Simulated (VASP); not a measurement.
# Ti in VASP: density of states with LDA

Aim: the density of states of Ti with LDA.

Program: VASP 6.6.1. These are calculated values, not measurements. Logs are shortened: lines on timing, memory, paths and dates and some standing lists are left out, and cuts for length are marked.

**1. The cell of the first run**

The cell holds a slab with vacuum, 2 atoms: a = 2.864 Å, b = 4.535 Å, c = 16.827 Å, α = 90.00°, β = 90.00°, γ = 90.00°.

**2. Density of states, LDA**

Contents of POSCAR:

```
Ti
1.0
    2.8639314136      0.0000000000      0.0000000000
    0.0000000000      4.5350255008      0.0000000000
    0.0000000000      0.0000000000     16.8267000000
Ti
2
Direct
    0.7500000000      0.7500000000      0.4754335139
    0.2500000000      0.2500000000      0.5245664861
```

Contents of INCAR.step1:

```
SYSTEM = Ti
PREC = Accurate
ENCUT = 400
EDIFF = 1E-6
ISMEAR = -1
SIGMA = 0.05
LREAL = .FALSE.
LASPH = .TRUE.
NELM = 120
ALGO = Normal
ISIF = 2
LWAVE = .FALSE.
LCHARG = .TRUE.
LMAXMIX = 4
LDIPOL = .TRUE.
IDIPOL = 3
DIPOL = 0.5 0.5 0.500
NBANDS = 19
GGA_COMPAT = .FALSE.
NEDOS = 2001
LORBIT = 11
NELMDL = -8
```

Contents of KPOINTS.step1:

```
Automatic mesh
0
G
  14 9 1
  0 0 0
```

Contents of INCAR.step2:

```
SYSTEM = Ti
PREC = Accurate
ENCUT = 400
EDIFF = 1E-6
ISMEAR = -5
SIGMA = 0.05
LREAL = .FALSE.
LASPH = .TRUE.
NELM = 120
ALGO = Normal
ISIF = 2
LWAVE = .FALSE.
LCHARG = .FALSE.
LMAXMIX = 4
LDIPOL = .TRUE.
IDIPOL = 3
DIPOL = 0.5 0.5 0.500
LORBIT = 10
NBANDS = 19
NEDOS = 2001
ICHARG = 11
GGA_COMPAT = .FALSE.
NELMDL = -8
```

Contents of KPOINTS.step2:

```
Automatic mesh
0
G
  21 14 1
  0 0 0
```

Potentials or basis: VASP PAW LDA potentials, release 64 (Ti_sv).

Run with:

```sh
cat potpaw_LDA.64/Ti_sv/POTCAR > POTCAR
cp INCAR.step1 INCAR
cp KPOINTS.step1 KPOINTS
mpirun -np 1 vasp_std > vasp.out
cp INCAR.step2 INCAR
cp KPOINTS.step2 KPOINTS
mpirun -np 1 vasp_std > vasp.out
```

OUTCAR:

```text
SYSTEM = Ti
   PREC = Accurate
   ENCUT = 400
   EDIFF = 1E-6
   ISMEAR = -5
   LREAL = .FALSE.
   LASPH = .TRUE.
   NELM = 120
   ISIF = 2
   LORBIT = 10
   ICHARG = 11
   NELMDL = -8

 ion  position               nearest neighbor table
   1  0.750  0.750  0.475-   2 2.81   2 2.81   2 2.81   2 2.81
   2  0.250  0.250  0.525-   1 2.81   1 2.81   1 2.81   1 2.81

  LATTYP: Found a simple orthorhombic cell.
 ALAT       =     2.8639314136
 B/A-ratio  =     1.5834965458
 C/A-ratio  =     5.8753851158

  Lattice vectors:

 A1 = (   2.8639314136,   0.0000000000,   0.0000000000)
 A2 = (   0.0000000000,   4.5350255008,   0.0000000000)
 A3 = (   0.0000000000,   0.0000000000,  16.8267000000)

Analysis of symmetry for initial positions (statically):
=====================================================================
 Subroutine PRICEL returns:
 Original cell was already a primitive cell.

 Routine SETGRP: Setting up the symmetry group for a
 simple orthorhombic supercell.

 Subroutine GETGRP returns: Found  8 space group operations
 (whereof  2 operations were pure point group operations)
 out of a pool of  8 trial point group operations.

The static configuration has the point symmetry S_2 .
 The point group associated with its full space group is D_2h.

Analysis of symmetry for dynamics (positions and initial velocities):
=====================================================================
 Subroutine PRICEL returns:
 Original cell was already a primitive cell.

 Routine SETGRP: Setting up the symmetry group for a
 simple orthorhombic supercell.

 Subroutine GETGRP returns: Found  8 space group operations
 (whereof  2 operations were pure point group operations)
 out of a pool of  8 trial point group operations.

The dynamic configuration has the point symmetry S_2 .
 The point group associated with its full space group is D_2h.

 Subroutine INISYM returns: Found  8 space group operations
 (whereof  2 operations are pure point group operations),
 and found     1 'primitive' translations

----------------------------------------------------------------------------------------

                                     Primitive cell

  volume of cell :     218.5452

  direct lattice vectors                    reciprocal lattice vectors
     2.863931414  0.000000000  0.000000000     0.349170373  0.000000000  0.000000000
     0.000000000  4.535025501  0.000000000     0.000000000  0.220505927  0.000000000
     0.000000000  0.000000000 16.826700000     0.000000000  0.000000000  0.059429359

  length of vectors
     2.863931414  4.535025501 16.826700000     0.349170373  0.220505927  0.059429359

  position of ions in fractional coordinates (direct lattice)
     0.750000000  0.750000000  0.475433514
     0.250000000  0.250000000  0.524566486

  ion indices of the primitive-cell ions
   primitive index   ion index
                 1           1
                 2           2

----------------------------------------------------------------------------------------

 KPOINTS: Automatic mesh

Automatic generation of k-mesh.
 Grid dimensions read from file:
 generate k-points for:   21   14    1

 Generating k-lattice:

  Cartesian coordinates                     Fractional coordinates (reciprocal lattice)
     0.016627161  0.000000000  0.000000000     0.047619048  0.000000000  0.000000000
     0.000000000  0.015750423  0.000000000     0.000000000  0.071428571  0.000000000
     0.000000000  0.000000000  0.059429359     0.000000000  0.000000000  1.000000000

  Length of vectors
     0.016627161  0.015750423  0.059429359

  Shift w.r.t. Gamma in fractional coordinates (k-lattice)
     0.000000000  0.000000000  0.000000000

 TETIRR: Found    861 inequivalent tetrahedra from     1764

 Subroutine IBZKPT returns following result:
 ===========================================

 Found     88 irreducible k-points:

 Following reciprocal coordinates:
            Coordinates               Weight
  0.000000  0.000000  0.000000      1.000000
  0.047619  0.000000  0.000000      2.000000
  0.095238  0.000000  0.000000      2.000000
  0.142857  0.000000  0.000000      2.000000
  0.190476  0.000000  0.000000      2.000000
  0.238095  0.000000  0.000000      2.000000
[... 16 lines left out ...]
  0.000000  0.142857  0.000000      2.000000
  0.047619  0.142857  0.000000      4.000000
 [... further k-points ...]
   k-points           NKPTS =     88   k-points in BZ     NKDIM =     88   number of bands    NBANDS=     19
   number of dos      NEDOS =   2001   number of ions     NIONS =      2
   total plane-waves  NPLWV =  67200
   dimension x,y,z NGX =    20 NGY =   30 NGZ =  112
   dimension x,y,z NGXF=    40 NGYF=   60 NGZF=  224
   ions per type =               2
   NGX,Y,Z   is equivalent  to a cutoff of  11.61, 11.00, 11.07 a.u.
   NGXF,Y,Z  is equivalent  to a cutoff of  23.22, 21.99, 22.13 a.u.
 SYSTEM =  Ti
   PREC   = accura    normal or accurate (medium, high low for compatibility)
   ISTART =      0    job   : 0-new  1-cont  2-samecut
   ICHARG =     11    charge: 1-file 2-atom 10-const
   ISPIN  =      1    spin polarized calculation?
   LNONCOLLINEAR =      F non collinear calculations
   LSORBIT =      F    spin-orbit coupling
   LASPH  =      T    aspherical Exc in radial PAW
   ENCUT  =  400.0 eV  29.40 Ry    5.42 a.u.   4.67  7.40 27.44*2*pi/ulx,y,z
   NELM   =    120;   NELMIN=  2; NELMDL= -8     # of ELM steps
   EDIFF  = 0.1E-05   stopping-criterion for ELM
   LREAL  =      F    real-space projection
   EDIFFG = 0.1E-04   stopping-criterion for IOM
   NSW    =      0    number of steps for IOM
   IBRION =     -1    ionic relax: 0-MD 1-quasi-New 2-CG
   NFREE  =      0    steps in history (QN), initial steepest desc. (CG)
   ISIF   =      2    stress and relaxation
   ISYM   =      2    0-nonsym 1-usesym 2-fastsym
   POTIM  = 0.5000    time-step for ionic-motion
   TEBEG  =    0.0;   TEEND  =   0.0 temperature during run
   PSTRESS=    0.0 pullay stress
   NELECT =      24.0000    total number of electrons
   NUPDOWN=      -1.0000    fix difference up-down
   EMIN   =  10.00;   EMAX   =-10.00  energy-range for DOS
   EFERMI =   0.00;   METHOD = LEGACY
   ISMEAR =    -5;   SIGMA  =   0.05  broadening in eV -4-tet -1-fermi 0-gaus
   EFERMI_NEDOS =   21; number of points for ismear=-14 and -15
   IALGO  =     38    algorithm
   IMIX   =      4    mixing-type and parameters
     AMIX     =   0.40;   BMIX     =  1.00
     AMIX_MAG =   1.60;   BMIX_MAG =  1.00
  volume/ion in A,a.u.               =     109.27       737.41
  Fermi-wavevector in a.u.,A,eV,Ry     =   0.783968  1.481484  8.362213  0.614605
  Thomas-Fermi vector in A             =   1.888004
   LORBIT       =     10    0 simple, 1 ext, 2 COOP (PROOUT), +10 PAW based schemes
   GGA     = CA    functional components
   LHFCALC =     F    Hartree Fock is set to
   AEXX    =    0.0000 exact exchange contribution
   IVDW    =     0    specifies the selected vdW correction
   LEPSILON=     F    determine dielectric tensor
   LRPA    =     F    only Hartree local field effects (RPA)
 non-spin polarized calculation
 Fermi weights with tetrahedron method with Bloechl corrections
  energy-cutoff  :      400.00
  volume of cell :      218.55
 maximum number of plane-waves:      4015
 NGX is ok and might be reduce to    20

 number of electron      23.9999992 magnetization

 dipolmoment           0.000000      0.000000     -0.000000 electrons x Angstroem

 Free energy of the ion-electron system (eV)
  ---------------------------------------------------
  ext. energy  EPLUGINS =         0.00000000
  ---------------------------------------------------
  free energy    TOTEN  =       -12.98628280 eV

  energy without entropy =      -12.98628280  energy(sigma->0) =      -12.98628280

 E-fermi :  -2.1223     XC(G=0):  -3.1209

 val. band max:       -2.1191024335   @ k =   0.3333   0.3571   0.0000
 cond. band min:      -2.1466347662   @ k =   0.2381   0.3571   0.0000
 fundamental gap:     -0.0275323327
 Fermi energy:        -2.1222573957

 k-point     1 :       0.0000    0.0000    0.0000
  band No.  band energies     occupation
      1     -58.3048      2.00000
      2     -58.1782      2.00000
      3     -35.1164      2.00000
      4     -35.0181      2.00000
      5     -35.0038      2.00000
      6     -34.7066      2.00000
[... 11 lines left out ...]
     18       0.0431      0.00000
     19       0.2233      0.00000

 k-point     2 :       0.0476    0.0000    0.0000
  band No.  band energies     occupation
      1     -58.3031      2.00000
      2     -58.1778      2.00000
      3     -35.1122      2.00000
      4     -35.0176      2.00000
      5     -35.0032      2.00000
      6     -34.7145      2.00000
[... 11 lines left out ...]
     18       0.0386      0.00000
     19       0.2309      0.00000

 k-point     3 :       0.0952    0.0000    0.0000
  band No.  band energies     occupation
      1     -58.2979      2.00000
      2     -58.1766      2.00000
      3     -35.0995      2.00000
      4     -35.0160      2.00000
      5     -35.0016      2.00000
      6     -34.7373      2.00000
[... 11 lines left out ...]
     18       0.0385      0.00000
     19       0.2624      0.00000

 k-point     4 :       0.1429    0.0000    0.0000
  band No.  band energies     occupation
      1     -58.2894      2.00000
      2     -58.1749      2.00000
      3     -35.0790      2.00000
      4     -35.0142      2.00000
      5     -34.9994      2.00000
      6     -34.7720      2.00000
[... 11 lines left out ...]
     18       0.0724      0.00000
     19       0.3443      0.00000

 k-point     5 :       0.1905    0.0000    0.0000
  band No.  band energies     occupation
      1     -58.2782      2.00000
      2     -58.1730      2.00000
      3     -35.0512      2.00000
      4     -35.0137      2.00000
      5     -34.9976      2.00000
      6     -34.8135      2.00000
[... 11 lines left out ...]
     18       0.1619      0.00000
     19       0.4746      0.00000
[... 334 lines left out ...]
      2     -58.1794      2.00000
      3     -35.0900      2.00000
      4     -35.0650      2.00000
      5     -34.9285      2.00000
      6     -34.9055      2.00000
[... 11 lines left out ...]
     18       0.2160      0.00000
     19       1.6481      0.00000

 k-point    22 :       0.4762    0.0714    0.0000
  band No.  band energies     occupation
      1     -58.1958      2.00000
      2     -58.1863      2.00000
      3     -35.0947      2.00000
      4     -35.0857      2.00000
      5     -34.9216      2.00000
      6     -34.9149      2.00000
[... 11 lines left out ...]
     18       0.1600      0.00000
     19       2.1114      0.00000

 k-point    23 :       0.0000    0.1429    0.0000
  band No.  band energies     occupation
      1     -58.2987      2.00000
      2     -58.1844      2.00000
      3     -35.1176      2.00000
      4     -35.0111      2.00000
      5     -34.9871      2.00000
      6     -34.6982      2.00000
[... 11 lines left out ...]
     18       0.1046      0.00000
     19       0.1580      0.00000

 k-point    24 :       0.0476    0.1429    0.0000
  band No.  band energies     occupation
      1     -58.2969      2.00000
      2     -58.1840      2.00000
      3     -35.1140      2.00000
      4     -35.0105      2.00000
      5     -34.9869      2.00000
      6     -34.7055      2.00000
[... 11 lines left out ...]
     18       0.1090      0.00000
     19       0.1495      0.00000

 [... further k-points ...]

------------------------ aborting loop because EDIFF is reached ----------------------------------------

 vacuum level on the upper side and lower side of the slab       (xc-potential included)        -0.098        -0.098

  FORCE on cell =-STRESS in cart. coord.  units (eV):
  Direction    XX          YY          ZZ          XY          YZ          ZX
  --------------------------------------------------------------------------------------
  -------------------------------------------------------------------------------------
  Total       -4.8488832     -5.9436349     -0.2711976      0.0000000      0.0000000      0.0000000
  in kB      -35.5476591    -43.5733959     -1.9881774      0.0000000      0.0000000      0.0000000
  external PRESSURE =     -27.0364108 kB  Pullay stress =       0.0000000 kB

 VOLUME and BASIS-vectors are now :
 -----------------------------------------------------------------------------
  energy-cutoff  :      400.00
  volume of cell :      218.55
      direct lattice vectors                 reciprocal lattice vectors
     2.863931414  0.000000000  0.000000000     0.349170373  0.000000000  0.000000000
     0.000000000  4.535025501  0.000000000     0.000000000  0.220505927  0.000000000
     0.000000000  0.000000000 16.826700000     0.000000000  0.000000000  0.059429359

 POSITION                                       TOTAL-FORCE (eV/Angst)
 -----------------------------------------------------------------------------------
      2.14795      3.40127      7.99998         0.000000      0.000000      0.187685
      0.71598      1.13376      8.82672         0.000000     -0.000000     -0.187685
 -----------------------------------------------------------------------------------
    total drift:                                0.000000      0.000000     -0.000000

  FREE ENERGIE OF THE ION-ELECTRON SYSTEM (eV)
  ---------------------------------------------------
  free  energy   TOTEN  =       -12.9862828019 eV

  energy  without entropy=      -12.9862828019  energy(sigma->0) =      -12.98628280

 vacuum level on the upper side and lower side of the slab         1.976         1.976

 total charge

# of ion       s       p       d       tot
------------------------------------------
    1        2.244   6.024   1.959  10.227
    2        2.244   6.024   1.959  10.227
--------------------------------------------------
tot          4.489  12.048   3.917  20.454
```

Wall time 5.6 min (1 thread of Intel Xeon 6975P-C, shared host); peak memory 0.32 GiB.

Results:

| Quantity | Value |
| --- | --- |
| Valence electrons inside the program's atomic spheres | Ti 10.23 |

Levels at points of the mesh, in eV from the Fermi level:
```tsv
k point	band 10	band 11	band 12	band 13	band 14	band 15
(0.00, 0.00, 0.00)	-1.70	-0.34	0.12	0.24	0.98	1.08
(0.00, 0.50, 0.00)	-2.30	-0.52	-0.52	0.42	0.42	1.36
```

Caveat: tetrahedron occupations give inexact forces and stress in metals.
